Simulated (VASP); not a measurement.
# Li (P1) in VASP: relaxation of cell and atoms with PBE

Aim: the relaxation of cell and atoms of Li with PBE.

Everything below comes from runs of VASP 6.6.1. Logs are shortened: lines on timing, memory, paths and dates and some standing lists are left out, and cuts for length are marked.

## 1. The cell of the first run

The typed cell holds 6 atoms: a = 2.860 Å, b = 4.825 Å, c = 8.775 Å, α = 89.70°, β = 91.06°, γ = 91.16°.

## 2. Relaxation of cell and atoms, PBE

The input, INCAR:

```
ALGO = Normal
EDIFF = 1E-6
EDIFFG = -0.015
ENCUT = 600
GGA = PE
IBRION = 2
ISIF = 3
ISMEAR = 0
LASPH = T
LCHARG = F
LREAL = F
LWAVE = F
NELM = 100
NSW = 100
PREC = Accurate
SIGMA = 0.1
```

The input, KPOINTS:

```
k-points
0
Gamma
  8 6 4
```

The input, POSCAR:

```
Li
1.0
   -0.0287102198     -0.0270735497      2.8598192198
    4.8243267453      0.0126412846     -0.0488234929
    0.0218953473      8.7750768830     -0.0797440261
Li
6
Direct
    1.0455906479      0.4631724192      0.5352339829
   -0.0423116931      0.0339456005     -0.0096656976
    0.5528101731      0.9885898193      0.3272677674
    0.5701127536      0.5492706104      0.8459230332
    0.4235122427      0.4982542780      0.1716489989
    0.4502858758      0.9667672725      0.6295919152
```

Potentials or basis: VASP PAW PBE potentials, release 64 (Li_sv).

Launch:

```sh
> cat potpaw_PBE.64/Li_sv/POTCAR > POTCAR
> mpirun -np 1 vasp_std > vasp.out
```

OUTCAR:

```text
EDIFF = 1E-6
   EDIFFG = -0.015
   ENCUT = 600
   GGA = PE
   IBRION = 2
   ISIF = 3
   ISMEAR = 0
   LASPH = T
   LREAL = F
   NELM = 100
   NSW = 100
   PREC = Accurate

 ion  position               nearest neighbor table
   1  0.046  0.463  0.535-
   2  0.958  0.034  0.990-
   3  0.553  0.989  0.327-
   4  0.570  0.549  0.846-
   5  0.424  0.498  0.172-
   6  0.450  0.967  0.630-

  LATTYP: Found a triclinic cell.
 ALAT       =     2.8600914712
 B/A-ratio  =     1.6868657532
 C/A-ratio  =     3.0682468090
 COS(alpha) =     0.0052069482
 COS(beta)  =     0.0185768892
 COS(gamma) =     0.0201812259

  Lattice vectors:

 A1 = (  -0.0287102198,  -0.0270735497,   2.8598192198)
 A2 = (  -4.8243267453,  -0.0126412846,   0.0488234929)
 A3 = (  -0.0218953473,  -8.7750768830,   0.0797440261)

Analysis of symmetry for initial positions (statically):
=====================================================================
 Subroutine PRICEL returns:
 Original cell was already a primitive cell.

 Routine SETGRP: Setting up the symmetry group for a
 triclinic supercell.

 Subroutine GETGRP returns: Found  1 space group operations
 (whereof  1 operations were pure point group operations)
 out of a pool of  2 trial point group operations.

The static configuration has the point symmetry C_1 .

Analysis of symmetry for dynamics (positions and initial velocities):
=====================================================================
 Subroutine PRICEL returns:
 Original cell was already a primitive cell.

 Routine SETGRP: Setting up the symmetry group for a
 triclinic supercell.

 Subroutine GETGRP returns: Found  1 space group operations
 (whereof  1 operations were pure point group operations)
 out of a pool of  2 trial point group operations.

The dynamic configuration has the point symmetry C_1 .

 Subroutine INISYM returns: Found  1 space group operations
 (whereof  1 operations are pure point group operations),
 and found     1 'primitive' translations

----------------------------------------------------------------------------------------

                                     Primitive cell

  volume of cell :     121.0437

  direct lattice vectors                    reciprocal lattice vectors
    -0.028710220 -0.027073550  2.859819220     0.003531137  0.003169453  0.349737907
     4.824326745  0.012641285 -0.048823493     0.207305129 -0.000498393  0.002076454
     0.021895347  8.775076883 -0.079744026    -0.000287747  0.113969612  0.001076047

  length of vectors
     2.860091471  4.824590354  8.775466530     0.349770093  0.207316127  0.113975055

  position of ions in fractional coordinates (direct lattice)
     0.045590648  0.463172419  0.535233983
     0.957688307  0.033945600  0.990334302
     0.552810173  0.988589819  0.327267767
     0.570112754  0.549270610  0.845923033
     0.423512243  0.498254278  0.171648999
     0.450285876  0.966767273  0.629591915

  ion indices of the primitive-cell ions
   primitive index   ion index
                 1           1
                 2           2
                 3           3
                 4           4
                 5           5
                 6           6

----------------------------------------------------------------------------------------

 KPOINTS: k-points

Automatic generation of k-mesh.
 Grid dimensions read from file:
 generate k-points for:    8    6    4

 Generating k-lattice:

  Cartesian coordinates                     Fractional coordinates (reciprocal lattice)
     0.000441392  0.000396182  0.043717238     0.125000000  0.000000000  0.000000000
     0.034550855 -0.000083065  0.000346076     0.000000000  0.166666667 -0.000000000
    -0.000071937  0.028492403  0.000269012     0.000000000 -0.000000000  0.250000000

  Length of vectors
     0.043721262  0.034552688  0.028493764

  Shift w.r.t. Gamma in fractional coordinates (k-lattice)
     0.000000000  0.000000000  0.000000000

 Subroutine IBZKPT returns following result:
 ===========================================

 Found    100 irreducible k-points:

 Following reciprocal coordinates:
            Coordinates               Weight
  0.000000  0.000000  0.000000      1.000000
  0.125000  0.000000 -0.000000      2.000000
  0.250000  0.000000 -0.000000      2.000000
  0.375000  0.000000  0.000000      2.000000
  0.500000  0.000000 -0.000000      1.000000
  0.000000  0.166667  0.000000      2.000000
[... 16 lines left out ...]
  0.125000  0.500000 -0.000000      2.000000
  0.250000  0.500000 -0.000000      2.000000
 [... further k-points ...]
   k-points           NKPTS =    100   k-points in BZ     NKDIM =    100   number of bands    NBANDS=     13
   number of dos      NEDOS =    301   number of ions     NIONS =      6
   total plane-waves  NPLWV =  67200
   dimension x,y,z NGX =    24 NGY =   40 NGZ =   70
   dimension x,y,z NGXF=    48 NGYF=   80 NGZF=  140
   ions per type =               6
   NGX,Y,Z   is equivalent  to a cutoff of  13.95, 13.78, 13.26 a.u.
   NGXF,Y,Z  is equivalent  to a cutoff of  27.90, 27.57, 26.52 a.u.
 SYSTEM =  unknown system
   PREC   = accura    normal or accurate (medium, high low for compatibility)
   ISTART =      0    job   : 0-new  1-cont  2-samecut
   ICHARG =      2    charge: 1-file 2-atom 10-const
   ISPIN  =      1    spin polarized calculation?
   LNONCOLLINEAR =      F non collinear calculations
   LSORBIT =      F    spin-orbit coupling
   LASPH  =      T    aspherical Exc in radial PAW
   ENCUT  =  600.0 eV  44.10 Ry    6.64 a.u.   5.71  9.64 17.53*2*pi/ulx,y,z
   NELM   =    100;   NELMIN=  2; NELMDL= -5     # of ELM steps
   EDIFF  = 0.1E-05   stopping-criterion for ELM
   LREAL  =      F    real-space projection
   EDIFFG = -.1E-01   stopping-criterion for IOM
   NSW    =    100    number of steps for IOM
   IBRION =      2    ionic relax: 0-MD 1-quasi-New 2-CG
   NFREE  =      1    steps in history (QN), initial steepest desc. (CG)
   ISIF   =      3    stress and relaxation
   ISYM   =      2    0-nonsym 1-usesym 2-fastsym
   POTIM  = 0.5000    time-step for ionic-motion
   TEBEG  =    0.0;   TEEND  =   0.0 temperature during run
   PSTRESS=    0.0 pullay stress
   NELECT =      18.0000    total number of electrons
   NUPDOWN=      -1.0000    fix difference up-down
   EMIN   =  10.00;   EMAX   =-10.00  energy-range for DOS
   EFERMI =   0.00;   METHOD = LEGACY
   ISMEAR =     0;   SIGMA  =   0.10  broadening in eV -4-tet -1-fermi 0-gaus
   EFERMI_NEDOS =   21; number of points for ismear=-14 and -15
   IALGO  =     38    algorithm
   IMIX   =      4    mixing-type and parameters
     AMIX     =   0.40;   BMIX     =  1.00
     AMIX_MAG =   1.60;   BMIX_MAG =  1.00
  volume/ion in A,a.u.               =      20.17       136.14
  Fermi-wavevector in a.u.,A,eV,Ry     =   0.867331  1.639018 10.235165  0.752263
  Thomas-Fermi vector in A             =   1.985850
   LORBIT       =      0    0 simple, 1 ext, 2 COOP (PROOUT), +10 PAW based schemes
   GGA     = PE    functional components
   LHFCALC =     F    Hartree Fock is set to
   AEXX    =    0.0000 exact exchange contribution
   IVDW    =     0    specifies the selected vdW correction
   LEPSILON=     F    determine dielectric tensor
   LRPA    =     F    only Hartree local field effects (RPA)
 conjugate gradient relaxation of ions
 non-spin polarized calculation
 Gauss-broadening in eV      SIGMA  =   0.10
  energy-cutoff  :      600.00
  volume of cell :      121.04
 maximum number of plane-waves:      4058
   NGX = 11   NGY = 19   NGZ = 35

--------------------------------------- Ionic step        1  -------------------------------------------

 number of electron      18.0000001 magnetization

 Free energy of the ion-electron system (eV)
  ---------------------------------------------------
  ext. energy  EPLUGINS =         0.00000000
  ---------------------------------------------------
  free energy    TOTEN  =       -11.16826321 eV

  energy without entropy =      -11.15289920  energy(sigma->0) =      -11.16058120

------------------------ aborting loop because EDIFF is reached ----------------------------------------

  FORCE on cell =-STRESS in cart. coord.  units (eV):
  Direction    XX          YY          ZZ          XY          YZ          ZX
  --------------------------------------------------------------------------------------
  -------------------------------------------------------------------------------------
  Total        0.6918809     -0.6296213      0.3623220      0.0798828      0.0982633      0.1276381
  in kB        9.1579828     -8.3338920      4.7958231      1.0573573      1.3006481      1.6894638
  external PRESSURE =       1.8733046 kB  Pullay stress =       0.0000000 kB
[... 101 lines left out ...]
  FREE ENERGIE OF THE ION-ELECTRON SYSTEM (eV)
  ---------------------------------------------------
  free  energy   TOTEN  =       -11.2513817046 eV

  energy  without entropy=      -11.2391197988  energy(sigma->0) =      -11.24525075

[... ionic steps 4 to 19 ...]

--------------------------------------- Ionic step       20  -------------------------------------------

 number of electron      18.0000004 magnetization

------------------------ aborting loop because EDIFF is reached ----------------------------------------

  FORCE on cell =-STRESS in cart. coord.  units (eV):
  Direction    XX          YY          ZZ          XY          YZ          ZX
  --------------------------------------------------------------------------------------
  -------------------------------------------------------------------------------------
  Total        0.0041076     -0.0704590      0.0167338     -0.0407261      0.0020661      0.0737939
  in kB        0.0545906     -0.9363995      0.2223920     -0.5412496      0.0274590      0.9807206
  external PRESSURE =      -0.2198056 kB  Pullay stress =       0.0000000 kB
[... 65 lines left out ...]
  energy  without entropy=      -11.4200945151  energy(sigma->0) =      -11.42603099

--------------------------------------- Ionic step       22  -------------------------------------------

 number of electron      18.0000016 magnetization

 Free energy of the ion-electron system (eV)
  ---------------------------------------------------
  ext. energy  EPLUGINS =         0.00000000
  ---------------------------------------------------
  free energy    TOTEN  =       -11.43455873 eV

  energy without entropy =      -11.42405706  energy(sigma->0) =      -11.42930789

 E-fermi :   0.6775     XC(G=0):  -7.0824

 val. band max:        0.6650769041   @ k =   0.0000   0.0000   0.0000
 cond. band min:       0.6835604246   @ k =  -0.1250   0.5000   0.2500
 fundamental gap:      0.0184835206
 Fermi energy:         0.6775097035

 k-point     1 :       0.0000    0.0000    0.0000
  band No.  band energies     occupation
      1     -45.8358      2.00000
      2     -45.8225      2.00000
      3     -45.8210      2.00000
      4     -45.8160      2.00000
      5     -45.8123      2.00000
      6     -45.8110      2.00000
      7      -2.9134      2.00000
      8      -1.1852      2.00000
      9      -1.1848      2.00000
     10       0.6651      1.13957
     11       2.8925      0.00000
     12       2.9091      0.00000
     13       3.3193      0.00000
[... 353 lines left out ...]
 k-point    24 :       0.2500    0.5000   -0.0000
  band No.  band energies     occupation
      1     -45.8212      2.00000
      2     -45.8206      2.00000
      3     -45.8148      2.00000
      4     -45.8144      2.00000
      5     -45.8130      2.00000
      6     -45.8121      2.00000
      7      -1.0692      2.00000
      8      -0.9145      2.00000
      9       0.3784      1.99998
     10       0.7335      0.42870
     11       0.8678      0.00712
     12       0.9128      0.00088
     13       5.5429      0.00000

 [... further k-points ...]
[... 5 lines left out ...]
  --------------------------------------------------------------------------------------
  -------------------------------------------------------------------------------------
  Total        0.0235790      0.0591263      0.0882012     -0.0789645     -0.0330712      0.0555888
  in kB        0.3154911      0.7911185      1.1801444     -1.0565571     -0.4424977      0.7437858
  external PRESSURE =       0.7622513 kB  Pullay stress =       0.0000000 kB
[... 21 lines left out ...]
  FREE ENERGIE OF THE ION-ELECTRON SYSTEM (eV)
  ---------------------------------------------------
  free  energy   TOTEN  =       -11.4345587294 eV

  energy  without entropy=      -11.4240570563  energy(sigma->0) =      -11.42930789

 reached required accuracy - stopping structural energy minimisation
```

Wall time 14 min (1 thread of Intel Xeon 6975P-C (Granite Rapids), shared host); peak memory 0.34 GiB.

What came out:

```
Free energy                            : -11.4346 eV
Relaxed volume                         : 19.96 Å³/atom
Relaxed cell                           : a = 3.002 Å, b = 4.971 Å, c = 8.072 Å, α = 92.24°, β = 95.31°, γ = 87.48°
Space group after relaxing (to 0.05 Å) : P1 (No. 1)
Energy gained by relaxing              : 44.4 meV/atom
Ionic steps                            : 22
Pressure after relaxing                : 0.1 GPa
Largest force after relaxing           : 0.015 eV/Å
Band gap on the k mesh                 : zero (band 9 reaches 1.98 eV, above the bottom of band 10 at -1.30 eV)
```

Forces on the atoms (eV/Å):
```
Li  -0.002  0.006 -0.010
Li   0.006 -0.003  0.007
Li   0.008 -0.006 -0.001
Li   0.005 -0.002 -0.005
Li  -0.009  0.007  0.009
Li  -0.008 -0.002  0.001
```

Step by step:
| step | energy change (eV) | largest force (eV/Å) | pressure (GPa) | volume (Å³) |
| --- | --- | --- | --- | --- |
| 1 | 0.0000 | 0.3939 | 0.19 | 121.04 |
| 2 | -0.0244 | 0.3678 | 0.10 | 121.45 |
| 3 | -0.0831 | 0.2941 | -0.10 | 122.64 |
| 4 | -0.1357 | 0.1674 | -0.40 | 124.82 |
| 5 | -0.1371 | 0.1461 | -0.44 | 125.16 |
| 6 | -0.1629 | 0.1057 | -0.20 | 122.58 |
| 7 | -0.1813 | 0.1218 | 0.30 | 118.15 |
| 8 | -0.1955 | 0.1057 | 0.11 | 119.46 |
| 9 | -0.2050 | 0.1022 | -0.05 | 121.11 |
| 10 | -0.2061 | 0.0997 | -0.13 | 121.91 |
| 11 | -0.2184 | 0.0605 | -0.08 | 121.34 |
| 12 | -0.2234 | 0.0651 | -0.02 | 120.73 |
| 13 | -0.2321 | 0.0682 | 0.04 | 120.25 |
| 14 | -0.2465 | 0.0742 | 0.21 | 118.68 |
| 15 | -0.2511 | 0.0645 | 0.11 | 119.35 |
| 16 | -0.2537 | 0.0618 | 0.03 | 120.11 |
| 17 | -0.2540 | 0.0610 | -0.02 | 120.45 |
| 18 | -0.2581 | 0.0443 | -0.02 | 120.49 |
| 19 | -0.2625 | 0.0266 | -0.02 | 120.55 |
| 20 | -0.2625 | 0.0269 | -0.02 | 120.56 |
| 21 | -0.2637 | 0.0212 | 0.00 | 120.36 |
| 22 | -0.2663 | 0.0148 | 0.08 | 119.74 |

Final structure:
```yaml
crystal:
  lattice:
    - [0.06528, -0.13401, 2.99833]
    - [4.96861, -0.09407, 0.10657]
    - [-0.15467, 8.06133, -0.38442]
  atoms:
    - { symbol: Li, position: [0.98249, 0.50082, 0.50518] }
    - { symbol: Li, position: [0.02072, 0.99873, 0.99460] }
    - { symbol: Li, position: [0.68983, 0.99939, 0.32831] }
    - { symbol: Li, position: [0.64466, 0.49942, 0.83882] }
    - { symbol: Li, position: [0.30328, 0.50072, 0.17137] }
    - { symbol: Li, position: [0.35901, 0.00092, 0.66172] }
```

Levels at points of the mesh, in eV from the Fermi level:
| k point | band 6 | band 7 | band 8 | band 9 | band 10 | band 11 | band 12 | band 13 |
| --- | --- | --- | --- | --- | --- | --- | --- | --- |
| (0.00, 0.00, 0.00) | -46.49 | -3.59 | -1.86 | -1.86 | -0.01 | 2.21 | 2.23 | 2.64 |
| (0.50, 0.00, 0.00) | -46.48 | -0.47 | -0.46 | -0.08 | 1.62 | 1.64 | 2.75 | 4.03 |
| (0.00, 0.50, 0.00) | -46.49 | -2.47 | -2.46 | -0.87 | -0.87 | -0.66 | -0.66 | 5.55 |
| (0.50, 0.50, 0.00) | -46.49 | 0.32 | 0.35 | 0.61 | 0.63 | 1.26 | 1.40 | 3.45 |
| (0.00, 0.00, 0.50) | -46.49 | -3.16 | -3.16 | 0.16 | 0.36 | 0.55 | 0.56 | 3.10 |
| (0.50, 0.00, 0.50) | -46.48 | -0.37 | -0.35 | 0.02 | 0.26 | 3.63 | 3.66 | 3.97 |
| (0.00, 0.50, 0.50) | -46.49 | -2.08 | -2.07 | -1.98 | -1.98 | 0.33 | 0.63 | 3.42 |
| (0.50, 0.50, 0.50) | -46.49 | 0.26 | 0.47 | 0.71 | 0.72 | 1.08 | 1.10 | 3.32 |

Caveat: the cutoff is under 1.25 times the usual one of these potentials, so pressure, stress and relaxed cells hold a basis-set (Pulay) error.
